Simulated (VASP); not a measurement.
GaSb: single point with PBE

Crystal: GaSb.

```xyz
2
Lattice="0.0000 3.0590 3.0590 3.0590 0.0000 3.0590 3.0590 3.0590 0.0000" Properties=species:S:1:pos:R:3 pbc="T T T"
Sb    4.5885    4.5885    4.5885
Ga    0.0000    0.0000    0.0000
```

```json
{
 "Program": "VASP 6.6.1",
 "Task": "single point",
 "Functional": "PBE",
 "Potentials or basis": "VASP PAW PBE potentials, release 64 (Sb, Ga_d)",
 "Cutoff": "520 eV",
 "k mesh": "11 × 11 × 11",
 "Occupations": "fermi-dirac, width 0.02 eV",
 "Spin": "no spin polarisation",
 "Dipole correction": "no",
 "Further INCAR settings": "ALGO = Normal; EDIFF = 1e-06; NBANDS = 16"
}
```

```
Pressure               : 2.4 GPa
Band gap on the k mesh : 0.04 eV
```

Levels at points of the mesh, in eV from the valence-band top:
```
           k point  band 7  band 8  band 9  band 10  band 11  band 12
(0.00, 0.00, 0.00)    0.00    0.00    0.00     0.04     2.78     2.78
```

Run time: 43 s on 1 thread of Intel Xeon 8259CL, with other jobs on the host, peak memory 0.21 GiB.

Caveat: spin-orbit coupling is left out, which moves the levels of the heavy elements; an odd mesh through Γ misses points on the zone boundary, where band edges can lie.
